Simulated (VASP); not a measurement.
Set up this calculation in VASP 6.6.1, as the native input.

```
Task                   : single point
Functional             : PBE
Potentials or basis    : VASP PAW PBE potentials, release 64 (Al)
Cutoff                 : 520 eV
k mesh                 : 3 × 3 × 3
Occupations            : methfessel-paxton, width 0.1 eV
Spin                   : no spin polarisation
Dipole correction      : no
Further INCAR settings : LREAL = Auto; ALGO = Normal; EDIFF = 1e-06; NBANDS = 262
```

The structure of Al lies in POSCAR:

```
Al
1.0
   -8.0778592000      8.0778592000      8.0778592000
    8.0778592000     -8.0778592000      8.0778592000
    8.0778592000      8.0778592000     -8.0778592000
Al
128
Direct
    0.0000000000      0.0000000000      0.0000000000
    0.0000000000      0.1250000000      0.3750000000
    0.0000000000      0.2500000000      0.2500000000
    0.0000000000      0.3750000000      0.1250000000
    0.1250000000      0.0000000000      0.3750000000
    0.1250000000      0.1250000000      0.2500000000
    0.1250000000      0.2500000000      0.1250000000
    0.1250000000      0.3750000000      0.0000000000
    0.2500000000      0.0000000000      0.2500000000
    0.2500000000      0.1250000000      0.1250000000
    0.2500000000      0.2500000000      0.0000000000
    0.2500000000      0.3750000000      0.3750000000
    0.3750000000      0.0000000000      0.1250000000
    0.3750000000      0.1250000000      0.0000000000
    0.3750000000      0.2500000000      0.3750000000
    0.3750000000      0.3750000000      0.2500000000
    0.0000000000      0.0000000000      0.5000000000
    0.0000000000      0.1250000000      0.8750000000
    0.0000000000      0.2500000000      0.7500000000
    0.0000000000      0.3750000000      0.6250000000
    0.1250000000      0.0000000000      0.8750000000
    0.1250000000      0.1250000000      0.7500000000
    0.1250000000      0.2500000000      0.6250000000
    0.1250000000      0.3750000000      0.5000000000
    0.2500000000      0.0000000000      0.7500000000
    0.2500000000      0.1250000000      0.6250000000
    0.2500000000      0.2500000000      0.5000000000
    0.2500000000      0.3750000000      0.8750000000
    0.3750000000      0.0000000000      0.6250000000
    0.3750000000      0.1250000000      0.5000000000
    0.3750000000      0.2500000000      0.8750000000
    0.3750000000      0.3750000000      0.7500000000
    0.0000000000      0.5000000000      0.0000000000
    0.0000000000      0.6250000000      0.3750000000
    0.0000000000      0.7500000000      0.2500000000
    0.0000000000      0.8750000000      0.1250000000
    0.1250000000      0.5000000000      0.3750000000
    0.1250000000      0.6250000000      0.2500000000
    0.1250000000      0.7500000000      0.1250000000
    0.1250000000      0.8750000000      0.0000000000
    0.2500000000      0.5000000000      0.2500000000
    0.2500000000      0.6250000000      0.1250000000
    0.2500000000      0.7500000000      0.0000000000
    0.2500000000      0.8750000000      0.3750000000
    0.3750000000      0.5000000000      0.1250000000
    0.3750000000      0.6250000000      0.0000000000
    0.3750000000      0.7500000000      0.3750000000
    0.3750000000      0.8750000000      0.2500000000
    0.0000000000      0.5000000000      0.5000000000
    0.0000000000      0.6250000000      0.8750000000
    0.0000000000      0.7500000000      0.7500000000
    0.0000000000      0.8750000000      0.6250000000
    0.1250000000      0.5000000000      0.8750000000
    0.1250000000      0.6250000000      0.7500000000
    0.1250000000      0.7500000000      0.6250000000
    0.1250000000      0.8750000000      0.5000000000
    0.2500000000      0.5000000000      0.7500000000
    0.2500000000      0.6250000000      0.6250000000
    0.2500000000      0.7500000000      0.5000000000
    0.2500000000      0.8750000000      0.8750000000
    0.3750000000      0.5000000000      0.6250000000
    0.3750000000      0.6250000000      0.5000000000
    0.3750000000      0.7500000000      0.8750000000
    0.3750000000      0.8750000000      0.7500000000
    0.5000000000      0.0000000000      0.0000000000
    0.5000000000      0.1250000000      0.3750000000
    0.5000000000      0.2500000000      0.2500000000
    0.5000000000      0.3750000000      0.1250000000
    0.6250000000      0.0000000000      0.3750000000
    0.6250000000      0.1250000000      0.2500000000
    0.6250000000      0.2500000000      0.1250000000
    0.6250000000      0.3750000000      0.0000000000
    0.7500000000      0.0000000000      0.2500000000
    0.7500000000      0.1250000000      0.1250000000
    0.7500000000      0.2500000000      0.0000000000
    0.7500000000      0.3750000000      0.3750000000
    0.8750000000      0.0000000000      0.1250000000
    0.8750000000      0.1250000000      0.0000000000
    0.8750000000      0.2500000000      0.3750000000
    0.8750000000      0.3750000000      0.2500000000
    0.5000000000      0.0000000000      0.5000000000
    0.5000000000      0.1250000000      0.8750000000
    0.5000000000      0.2500000000      0.7500000000
    0.5000000000      0.3750000000      0.6250000000
    0.6250000000      0.0000000000      0.8750000000
    0.6250000000      0.1250000000      0.7500000000
    0.6250000000      0.2500000000      0.6250000000
    0.6250000000      0.3750000000      0.5000000000
    0.7500000000      0.0000000000      0.7500000000
    0.7500000000      0.1250000000      0.6250000000
    0.7500000000      0.2500000000      0.5000000000
    0.7500000000      0.3750000000      0.8750000000
    0.8750000000      0.0000000000      0.6250000000
    0.8750000000      0.1250000000      0.5000000000
    0.8750000000      0.2500000000      0.8750000000
    0.8750000000      0.3750000000      0.7500000000
    0.5000000000      0.5000000000      0.0000000000
    0.5000000000      0.6250000000      0.3750000000
    0.5000000000      0.7500000000      0.2500000000
    0.5000000000      0.8750000000      0.1250000000
    0.6250000000      0.5000000000      0.3750000000
    0.6250000000      0.6250000000      0.2500000000
    0.6250000000      0.7500000000      0.1250000000
    0.6250000000      0.8750000000      0.0000000000
    0.7500000000      0.5000000000      0.2500000000
    0.7500000000      0.6250000000      0.1250000000
    0.7500000000      0.7500000000      0.0000000000
    0.7500000000      0.8750000000      0.3750000000
    0.8750000000      0.5000000000      0.1250000000
    0.8750000000      0.6250000000      0.0000000000
    0.8750000000      0.7500000000      0.3750000000
    0.8750000000      0.8750000000      0.2500000000
    0.5000000000      0.5000000000      0.5000000000
    0.5000000000      0.6250000000      0.8750000000
    0.5000000000      0.7500000000      0.7500000000
    0.5000000000      0.8750000000      0.6250000000
    0.6250000000      0.5000000000      0.8750000000
    0.6250000000      0.6250000000      0.7500000000
    0.6250000000      0.7500000000      0.6250000000
    0.6250000000      0.8750000000      0.5000000000
    0.7500000000      0.5000000000      0.7500000000
    0.7500000000      0.6250000000      0.6250000000
    0.7500000000      0.7500000000      0.5000000000
    0.7500000000      0.8750000000      0.8750000000
    0.8750000000      0.5000000000      0.6250000000
    0.8750000000      0.6250000000      0.5000000000
    0.8750000000      0.7500000000      0.8750000000
    0.8750000000      0.8750000000      0.7500000000
```

One way to write it, as run:

INCAR

```
SYSTEM = Al
ALGO = Normal
EDIFF = 1E-6
ENCUT = 520
GGA = PE
ISIF = 2
ISMEAR = 1
LASPH = .True.
LCHARG = .True.
LELF = .True.
LREAL = Auto
LUSENCCL = .False.
LVHAR = .True.
LWAVE = .False.
NBANDS = 262
NELM = 100
PREC = Accurate
SIGMA = 0.1
```

KPOINTS

```
k-points
0
Gamma
  3 3 3
  0 0 0
```

Potentials or basis: VASP PAW PBE potentials, release 64 (Al).

The run is started by

```bash
$ cat potpaw_PBE.64/Al/POTCAR > POTCAR
$ mpirun -np 1 vasp_std > vasp.out
```

It gave:

```
Pressure               : 0.0 GPa
Band gap on the k mesh : zero (bands 192 and 193 overlap by 0.27 eV)
```

Wall time 4.2 min on 1 × NVIDIA H100 80GB with 1 thread of AMD EPYC 7R13 Processor (Zen 3) (shared host), peak memory 3.2 GiB.
